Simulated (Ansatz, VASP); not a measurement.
One calculation of Ir, two programs

File INCAR:

```
PREC     = Accurate       # precision mode
ENCUT    = 560            # plane-wave cutoff, eV
EDIFF    = 1E-6           # SCF threshold, eV
ISMEAR   = 0              # smearing method
SIGMA    = 0.15           # smearing width, eV
LREAL    = False          # projectors in reciprocal space
LASPH    = True           # aspherical terms in the spheres
NELM     = 120            # most SCF steps
ALGO     = Normal         # electronic algorithm
ISIF     = 2              # what is computed and relaxed
LWAVE    = False          # write WAVECAR
LCHARG   = False          # write CHGCAR
NBANDS   = 14             # bands
GGA_COMPAT= False
```

Contents of KPOINTS:

```
regular mesh
0
Gamma
  22 22 22
```

The input POSCAR:

```
Ir
1.0
    0.0000000000      1.7935462743      2.0930685021
    1.7935462743      0.0000000000      2.0930685021
    1.7935462743      1.7935462743      0.0000000000
Ir
1
Direct
    0.0000000000      0.0000000000      0.0000000000
```

Input for Ansatz:

```yaml
crystal:
  lattice:
    - [0.0, 1.7935462743, 2.0930685021]
    - [1.7935462743, 0.0, 2.0930685021]
    - [1.7935462743, 1.7935462743, 0.0]
  atoms:
    - { symbol: Ir, position: [0.0, 0.0, 0.0] }
basis:
  ecutwfc: 420
kpoints:
  mp_grid: { grid: [22, 22, 22] }
hamiltonian:
  xc: lda
  pseudopotentials: { kind: paw, azcp: { folder: soft_1 } }
scf:
  occupations: { method: gaussian, width: 0.15 }
output:
  forces: true
  stress: true
  eigenvalues: true
  write_density: true
  write_potential: true
  elf: true
  volumetric_format: npy
```

Alike in both runs: task single point; functional LDA; k mesh 22 × 22 × 22; occupations gaussian, width 0.15 eV; no spin polarisation.

```csv
,VASP,Ansatz
version,VASP 6.6.1,Ansatz 0.2.0
potentials or method,"VASP PAW LDA potentials, release 64 (Ir_sv_GW), cutoff 560 eV","scalar-relativistic, plane waves, PAW"
valence electrons in the cell,17,17
```

|  | VASP | Ansatz | Ansatz less VASP |
| --- | --- | --- | --- |
| gap on the k mesh at the Fermi level (eV) | none | none | - |
| pressure (GPa) | 18.5 | 18.8 | +0.30 |
| traceless stress, the component that is largest in VASP (GPa) | -42.52 | -42.58 | -0.052 |

Ansatz warns that its potentials were made for another functional, while VASP's fit it. LDA's correlation is that of Perdew and Zunger in VASP and of Perdew and Wang (1992) in Ansatz. A gap of «none» marks a metal or a gap that the smearing closes.

Spin-orbit coupling is off throughout.
